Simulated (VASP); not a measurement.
# Pd (Fd-3m) in VASP: single point with PBEsol

Aim: the single point of Pd with PBEsol.

All numbers are computed with VASP 6.6.1; they aren't measurements. Logs are shortened: lines on timing, memory, paths and dates and some standing lists are left out, and cuts for length are marked.

## (1) The cell of the first run

Symmetry: Fd-3m, No. 227, cubic system. Conventional cell: a = 5.684 Å, b = 5.684 Å, c = 5.684 Å, α = 90.00°, β = 90.00°, γ = 90.00°. Pd (site symmetry -43m) has 4 Pd at 2.46 Å within 3.2 Å.

## (2) Single point, PBEsol

Contents of INCAR:

```
PREC = Accurate
ENCUT = 500
EDIFF = 1E-6
ISMEAR = -1
SIGMA = 0.05
LREAL = F
LASPH = T
NELM = 120
ALGO = Normal
ISIF = 2
LWAVE = F
LCHARG = F
GGA = PS
NBANDS = 17
GGA_COMPAT = F
```

Contents of KPOINTS:

```
regular mesh
0
Gamma
  8 8 8
```

Contents of POSCAR:

```
Pd
1.0
    0.0000000000      2.8418886008      2.8418886008
    2.8418886008      0.0000000000      2.8418886008
    2.8418886008      2.8418886008      0.0000000000
Pd
2
Direct
    1.0000000000      1.0000000000      1.0000000000
    0.2500000000      0.2500000000      0.2500000000
```

Potentials or basis: VASP PAW PBE potentials, release 64 (Pd).

The run is started by

```console
cat potpaw_PBE.64/Pd/POTCAR > POTCAR
mpirun -np 1 vasp_std > vasp.out
```

OUTCAR:

```text
PREC = Accurate
   ENCUT = 500
   EDIFF = 1E-6
   ISMEAR = -1
   LREAL = F
   LASPH = T
   NELM = 120
   ISIF = 2
   GGA = PS

 ion  position               nearest neighbor table
   1  0.000  0.000  0.000-   2 2.46   2 2.46   2 2.46   2 2.46
   2  0.250  0.250  0.250-   1 2.46   1 2.46   1 2.46   1 2.46

  LATTYP: Found a face centered cubic cell.
 ALAT       =     5.6837772016

  Lattice vectors:

 A1 = (   0.0000000000,   2.8418886008,   2.8418886008)
 A2 = (   2.8418886008,   0.0000000000,   2.8418886008)
 A3 = (   2.8418886008,   2.8418886008,   0.0000000000)

Analysis of symmetry for initial positions (statically):
[... 6 lines left out ...]

 Subroutine GETGRP returns: Found 48 space group operations
 (whereof 24 operations were pure point group operations)
 out of a pool of 48 trial point group operations.

The static configuration has the point symmetry T_d .
 The point group associated with its full space group is O_h .

Analysis of symmetry for dynamics (positions and initial velocities):
[... 6 lines left out ...]

 Subroutine GETGRP returns: Found 48 space group operations
 (whereof 24 operations were pure point group operations)
 out of a pool of 48 trial point group operations.

The dynamic configuration has the point symmetry T_d .
 The point group associated with its full space group is O_h .

 Subroutine INISYM returns: Found 48 space group operations
 (whereof 24 operations are pure point group operations),
 and found     1 'primitive' translations

----------------------------------------------------------------------------------------

                                     Primitive cell

  volume of cell :      45.9041

  direct lattice vectors                    reciprocal lattice vectors
     0.000000000  2.841888601  2.841888601    -0.175939338  0.175939338  0.175939338
     2.841888601  0.000000000  2.841888601     0.175939338 -0.175939338  0.175939338
     2.841888601  2.841888601  0.000000000     0.175939338  0.175939338 -0.175939338

  length of vectors
     4.019037402  4.019037402  4.019037402     0.304735873  0.304735873  0.304735873

  position of ions in fractional coordinates (direct lattice)
     0.000000000  0.000000000  0.000000000
     0.250000000  0.250000000  0.250000000

  ion indices of the primitive-cell ions
   primitive index   ion index
                 1           1
                 2           2

----------------------------------------------------------------------------------------

 KPOINTS: regular mesh

Automatic generation of k-mesh.
 Grid dimensions read from file:
 generate k-points for:    8    8    8

 Generating k-lattice:

  Cartesian coordinates                     Fractional coordinates (reciprocal lattice)
    -0.021992417  0.021992417  0.021992417     0.125000000  0.000000000  0.000000000
     0.021992417 -0.021992417  0.021992417     0.000000000  0.125000000  0.000000000
     0.021992417  0.021992417 -0.021992417     0.000000000  0.000000000  0.125000000

  Length of vectors
     0.038091984  0.038091984  0.038091984

  Shift w.r.t. Gamma in fractional coordinates (k-lattice)
     0.000000000  0.000000000  0.000000000

 Subroutine IBZKPT returns following result:
 ===========================================

 Found     29 irreducible k-points:

 Following reciprocal coordinates:
            Coordinates               Weight
  0.000000  0.000000  0.000000      1.000000
  0.125000  0.000000  0.000000      8.000000
  0.250000  0.000000  0.000000      8.000000
  0.375000  0.000000  0.000000      8.000000
  0.500000  0.000000  0.000000      4.000000
  0.125000  0.125000  0.000000      6.000000
[... 16 lines left out ...]
  0.500000  0.250000  0.125000     48.000000
 -0.375000  0.250000  0.125000     24.000000
 [... further k-points ...]
   k-points           NKPTS =     29   k-points in BZ     NKDIM =     29   number of bands    NBANDS=     17
   number of dos      NEDOS =    301   number of ions     NIONS =      2
   total plane-waves  NPLWV =  27000
   dimension x,y,z NGX =    30 NGY =   30 NGZ =   30
   dimension x,y,z NGXF=    60 NGYF=   60 NGZF=   60
   ions per type =               2
   NGX,Y,Z   is equivalent  to a cutoff of  12.41, 12.41, 12.41 a.u.
   NGXF,Y,Z  is equivalent  to a cutoff of  24.82, 24.82, 24.82 a.u.
 SYSTEM =  unknown system
   PREC   = accura    normal or accurate (medium, high low for compatibility)
   ISTART =      0    job   : 0-new  1-cont  2-samecut
   ICHARG =      2    charge: 1-file 2-atom 10-const
   ISPIN  =      1    spin polarized calculation?
   LNONCOLLINEAR =      F non collinear calculations
   LSORBIT =      F    spin-orbit coupling
   LASPH  =      T    aspherical Exc in radial PAW
   ENCUT  =  500.0 eV  36.75 Ry    6.06 a.u.   7.33  7.33  7.33*2*pi/ulx,y,z
   NELM   =    120;   NELMIN=  2; NELMDL= -5     # of ELM steps
   EDIFF  = 0.1E-05   stopping-criterion for ELM
   LREAL  =      F    real-space projection
   EDIFFG = 0.1E-04   stopping-criterion for IOM
   NSW    =      0    number of steps for IOM
   IBRION =     -1    ionic relax: 0-MD 1-quasi-New 2-CG
   NFREE  =      0    steps in history (QN), initial steepest desc. (CG)
   ISIF   =      2    stress and relaxation
   ISYM   =      2    0-nonsym 1-usesym 2-fastsym
   POTIM  = 0.5000    time-step for ionic-motion
   TEBEG  =    0.0;   TEEND  =   0.0 temperature during run
   PSTRESS=    0.0 pullay stress
   NELECT =      20.0000    total number of electrons
   NUPDOWN=      -1.0000    fix difference up-down
   EMIN   =  10.00;   EMAX   =-10.00  energy-range for DOS
   EFERMI =   0.00;   METHOD = LEGACY
   ISMEAR =    -1;   SIGMA  =   0.05  broadening in eV -4-tet -1-fermi 0-gaus
   EFERMI_NEDOS =   21; number of points for ismear=-14 and -15
   IALGO  =     38    algorithm
   IMIX   =      4    mixing-type and parameters
     AMIX     =   0.40;   BMIX     =  1.00
     AMIX_MAG =   1.60;   BMIX_MAG =  1.00
  volume/ion in A,a.u.               =      22.95       154.89
  Fermi-wavevector in a.u.,A,eV,Ry     =   1.241084  2.345308 20.956905  1.540289
  Thomas-Fermi vector in A             =   2.375497
   LORBIT       =      0    0 simple, 1 ext, 2 COOP (PROOUT), +10 PAW based schemes
   GGA     = PS    functional components
   LHFCALC =     F    Hartree Fock is set to
   AEXX    =    0.0000 exact exchange contribution
   IVDW    =     0    specifies the selected vdW correction
   LEPSILON=     F    determine dielectric tensor
   LRPA    =     F    only Hartree local field effects (RPA)
 non-spin polarized calculation
  energy-cutoff  :      500.00
  volume of cell :       45.90
 maximum number of plane-waves:      1211
 NGX is ok and might be reduce to    30
   NGX = 15   NGY = 15   NGZ = 15

 number of electron      20.0000000 magnetization

 Free energy of the ion-electron system (eV)
  ---------------------------------------------------
  ext. energy  EPLUGINS =         0.00000000
  ---------------------------------------------------
  free energy    TOTEN  =        -9.26086759 eV

  energy without entropy =       -9.20138586  energy(sigma->0) =       -9.23112672

 E-fermi :   4.3887     XC(G=0): -10.4874

 val. band max:        4.3820855985   @ k =  -0.2500   0.3750   0.1250
 cond. band min:       4.3946492931   @ k =   0.2500   0.1250   0.0000
 fundamental gap:      0.0125636946
 Fermi energy:         4.3887474652

 k-point     1 :       0.0000    0.0000    0.0000
  band No.  band energies     occupation
      1      -0.4753      2.00000
      2       0.7789      2.00000
      3       0.7789      2.00000
      4       0.9298      2.00000
      5       0.9298      2.00000
      6       0.9298      2.00000
[... 9 lines left out ...]
     16      16.8443      0.00000
     17      16.8591      0.00000

 k-point     2 :       0.1250    0.0000    0.0000
  band No.  band energies     occupation
      1      -0.2433      2.00000
      2       0.6505      2.00000
      3       0.6505      2.00000
      4       0.9365      2.00000
      5       1.1185      2.00000
      6       1.1185      2.00000
[... 9 lines left out ...]
     16      17.5020      0.00000
     17      18.0646      0.00000

 k-point     3 :       0.2500    0.0000    0.0000
  band No.  band energies     occupation
      1       0.3266      2.00000
      2       0.5990      2.00000
      3       0.5990      2.00000
      4       1.0042      2.00000
      5       1.2630      2.00000
      6       1.2630      2.00000
[... 9 lines left out ...]
     16      17.7843      0.00000
     17      17.7871      0.00000

 k-point     4 :       0.3750    0.0000    0.0000
  band No.  band energies     occupation
      1       0.6858      2.00000
      2       0.6858      2.00000
      3       0.7458      2.00000
      4       1.1628      2.00000
      5       1.1829      2.00000
      6       1.1829      2.00000
[... 9 lines left out ...]
     16      17.3464      0.00000
     17      17.3464      0.00000

 k-point     5 :       0.5000    0.0000    0.0000
  band No.  band energies     occupation
      1       0.8072      2.00000
      2       0.8072      2.00000
      3       0.8768      2.00000
      4       1.0422      2.00000
      5       1.0422      2.00000
      6       1.1558      2.00000
[... 9 lines left out ...]
     16      17.1921      0.00000
     17      17.1921      0.00000

 k-point     6 :       0.1250    0.1250    0.0000
  band No.  band energies     occupation
      1      -0.1600      2.00000
      2       0.4865      2.00000
      3       0.9002      2.00000
      4       0.9230      2.00000
      5       0.9230      2.00000
      6       1.2978      2.00000
[... 9 lines left out ...]
     16      16.1568      0.00000
     17      18.9895      0.00000
[... 281 lines left out ...]
 k-point    21 :       0.5000    0.5000    0.0000
  band No.  band energies     occupation
      1       0.4967      2.00000
      2       0.4967      2.00000
      3       0.8238      2.00000
      4       0.8238      2.00000
      5       2.3428      2.00000
      6       2.3428      2.00000
[... 9 lines left out ...]
     16      14.0911      0.00000
     17      25.1496      0.00000

 k-point    22 :       0.3750    0.2500    0.1250
  band No.  band energies     occupation
      1       0.3333      2.00000
      2       0.6067      2.00000
      3       0.9632      2.00000
      4       1.0523      2.00000
      5       1.1942      2.00000
      6       1.7307      2.00000
[... 9 lines left out ...]
     16      16.2796      0.00000
     17      18.6480      0.00000

 k-point    23 :       0.5000    0.2500    0.1250
  band No.  band energies     occupation
      1       0.3676      2.00000
      2       0.5135      2.00000
      3       1.0594      2.00000
      4       1.2499      2.00000
      5       1.3909      2.00000
      6       1.7637      2.00000
[... 9 lines left out ...]
     16      17.5631      0.00000
     17      18.6626      0.00000

 k-point    24 :      -0.3750    0.2500    0.1250
  band No.  band energies     occupation
      1       0.3658      2.00000
      2       0.5067      2.00000
      3       1.0371      2.00000
      4       1.3624      2.00000
      5       1.4468      2.00000
      6       1.6632      2.00000
[... 9 lines left out ...]
     16      17.7261      0.00000
     17      20.3613      0.00000

 [... further k-points ...]

------------------------ aborting loop because EDIFF is reached ----------------------------------------

  FORCE on cell =-STRESS in cart. coord.  units (eV):
  Direction    XX          YY          ZZ          XY          YZ          ZX
  --------------------------------------------------------------------------------------
  -------------------------------------------------------------------------------------
  Total       -0.1259258     -0.1259258     -0.1259258      0.0000000      0.0000000      0.0000000
  in kB       -4.3951533     -4.3951533     -4.3951533      0.0000000      0.0000000      0.0000000
  external PRESSURE =      -4.3951533 kB  Pullay stress =       0.0000000 kB

 VOLUME and BASIS-vectors are now :
 -----------------------------------------------------------------------------
  energy-cutoff  :      500.00
  volume of cell :       45.90
      direct lattice vectors                 reciprocal lattice vectors
     0.000000000  2.841888601  2.841888601    -0.175939338  0.175939338  0.175939338
     2.841888601  0.000000000  2.841888601     0.175939338 -0.175939338  0.175939338
     2.841888601  2.841888601  0.000000000     0.175939338  0.175939338 -0.175939338

 POSITION                                       TOTAL-FORCE (eV/Angst)
 -----------------------------------------------------------------------------------
      0.00000      0.00000      0.00000        -0.000000     -0.000000     -0.000000
      1.42094      1.42094      1.42094         0.000000      0.000000      0.000000
 -----------------------------------------------------------------------------------
    total drift:                                0.000000     -0.000000      0.000000

  FREE ENERGIE OF THE ION-ELECTRON SYSTEM (eV)
  ---------------------------------------------------
  free  energy   TOTEN  =        -9.2608675893 eV

  energy  without entropy=       -9.2013858594  energy(sigma->0) =       -9.23112672
```

Run time: 21 s. Hardware: 1 thread of AMD EPYC 7R43 (Zen 3), shared host; peak memory 0.13 GiB.

Results:

```yaml
Free_energy: -9.2609 eV
Pressure: -0.4 GPa
Band_gap_on_the_k_mesh: zero (band 10 reaches 4.49 eV, above the bottom of band 11 at 4.12 eV)
```

Caveat: the PAW data sets were made with another functional, which shifts forces and pressure a little.
